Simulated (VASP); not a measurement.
CsH: relaxation of cell and atoms with LDA

The system is CsH.

```
Cs H
1.0
     0.00000    3.05112    3.05112
     3.05112    0.00000    3.05112
     3.05112    3.05112    0.00000
Cs H
1 1
Direct
  0.00000 0.00000 0.00000
  0.50000 0.50000 0.50000
```

```json
{"Program": "VASP 6.6.1", "Task": "relaxation of cell and atoms", "Functional": "LDA", "Potentials or basis": "VASP PAW LDA potentials, release 64 (Cs_sv, H)", "Cutoff": "600 eV", "k mesh": "8 × 8 × 8", "Occupations": "gaussian, width 0.02 eV", "Spin": "no spin polarisation", "Dipole correction": "no", "Further INCAR settings": "ALGO = Normal; EDIFF = 1e-07; IBRION = 2; EDIFFG = -0.005; NSW = 100; ISIF = 3"}
```

```json
{"Relaxed volume": "28.57 Å³/atom", "Relaxed cell": "a = 4.323 Å, b = 4.323 Å, c = 4.323 Å, α = 60.00°, β = 60.00°, γ = 60.00°", "Space group after relaxing (to 0.1 Å)": "Fm-3m (No. 225)", "Energy gained by relaxing": "0.0 meV/atom", "Ionic steps": "3", "Pressure after relaxing": "0.0 GPa", "Band gap on the k mesh": "1.74 eV"}
```

Final structure:
```cif
data_structure
_symmetry_space_group_name_H-M 'P 1'
_symmetry_Int_Tables_number 1
_cell_length_a 4.3233
_cell_length_b 4.3233
_cell_length_c 4.3233
_cell_angle_alpha 60.000
_cell_angle_beta 60.000
_cell_angle_gamma 60.000
_cell_volume 57.14
loop_
_atom_site_label
_atom_site_type_symbol
_atom_site_fract_x
_atom_site_fract_y
_atom_site_fract_z
_atom_site_occupancy
Cs1 Cs 0.00000 0.00000 0.00000 1
H1 H 0.50000 0.50000 0.50000 1
```

Levels at points of the mesh, in eV from the valence-band top:
| k point | band 2 | band 3 | band 4 | band 5 | band 6 | band 7 | band 8 | band 9 |
| --- | --- | --- | --- | --- | --- | --- | --- | --- |
| (0.00, 0.00, 0.00) | -7.85 | -7.85 | -7.85 | -2.16 | 4.93 | 4.93 | 4.93 | 6.09 |
| (0.50, 0.00, 0.00) | -9.08 | -7.98 | -7.98 | 0.00 | 1.74 | 4.45 | 4.45 | 7.37 |
| (0.50, 0.50, 0.00) | -8.90 | -8.25 | -8.25 | -1.63 | 2.55 | 5.80 | 8.45 | 8.57 |

It took 14 s on 1 thread of Intel(R) Xeon(R) 6975P-C (Granite Rapids), on a shared host, peak memory 0.19 GiB.

Caveat: spin-orbit coupling is left out, which moves the levels of the heavy elements. A k mesh can miss the band edges.
